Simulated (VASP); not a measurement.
Wanted: the native input for a VASP 6.6.1 run.

```
Task                   : relaxation of cell and atoms
Functional             : PBEsol
Potentials or basis    : VASP PAW PBE potentials, release 64 (Cu)
Cutoff                 : 600 eV
k mesh                 : 20 × 20 × 20
Occupations            : gaussian, width 0.1 eV
Spin                   : no spin polarisation
Dipole correction      : no
Further INCAR settings : ALGO = Normal; EDIFF = 1e-06; IBRION = 2; EDIFFG = -0.005; NSW = 100; ISIF = 3
```

The structure of Cu lies in POSCAR:

```
Cu
1.0
    0.0000000000      1.7887153400      1.7887153400
    1.7887153400      0.0000000000      1.7887153400
    1.7887153400      1.7887153400      0.0000000000
Cu
1
Direct
    0.0000000000      0.0000000000      0.0000000000
```

The input as run:

INCAR

```
SYSTEM = Cu
  ALGO = Normal
  EDIFF = 1E-6
  EDIFFG = -0.005
  ENCUT = 600
  GGA = PS
  IBRION = 2
  ISIF = 3
  ISMEAR = 0
  LASPH = .TRUE.
  LCHARG = .FALSE.
  LREAL = .FALSE.
  LWAVE = .FALSE.
  NELM = 80
  NSW = 100
  PREC = Accurate
  SIGMA = 0.1
```

KPOINTS

```
k-points
0
G
  20 20 20
  0 0 0
```

Potentials or basis: VASP PAW PBE potentials, release 64 (Cu).

Run with:

```bash
$ cat potpaw_PBE.64/Cu/POTCAR > POTCAR
$ mpirun -np 1 vasp_std > vasp.out
```

It gave:

```json
{
 "Relaxed volume": "11.37 Å³/atom",
 "Relaxed cell": "a = 2.524 Å, b = 2.524 Å, c = 2.524 Å, α = 60.00°, β = 60.00°, γ = 60.00°",
 "Space group after relaxing (to 0.1 Å)": "Fm-3m (No. 225)",
 "Energy gained by relaxing": "0.3 meV/atom",
 "Ionic steps": "4",
 "Pressure after relaxing": "-0.1 GPa",
 "Band gap on the k mesh": "zero (an odd number of electrons rules out a gap without spin polarisation)"
}
```

Caveat: the PAW data sets were made with another functional, which shifts forces and pressure a little.

Wall time 71 s on 1 thread of Intel Xeon 8259CL (shared host), peak memory 0.16 GiB.
